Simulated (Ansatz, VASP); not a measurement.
One calculation of Cu, two programs

```
Cu
1.0
    -1.41553    1.41553    1.41553
     1.41553   -1.41553    1.41553
     1.41553    1.41553   -1.41553
Cu
1
Direct
  0.00000 0.00000 0.00000
```

Alike in both runs: functional PBEsol; k mesh 20 × 20 × 20; occupations gaussian, width 0.1 eV; no spin polarisation.

Ansatz relaxed the structure, and its values are those at the end. VASP's run is a single point on that final structure, the one shown.

```csv
,VASP,Ansatz
version,VASP 6.6.1,Ansatz 0.2.0
potentials or method,"VASP PAW PBE potentials, release 64 (Cu), cutoff 520 eV","scalar-relativistic, plane waves, PAW"
valence electrons in the cell,11,19
```

```tsv
	VASP	Ansatz	Ansatz less VASP
gap on the k mesh at the Fermi level (eV)	none	none	-
pressure (GPa)	0.8	0.1	-0.72
```

VASP's potentials were made for PBE, not for PBEsol. A gap of «none» marks a metal or a gap that the smearing closes. VASP's potentials hold 11 valence electrons a cell and Ansatz's 19, so a difference there can come from the potentials and not from the codes.
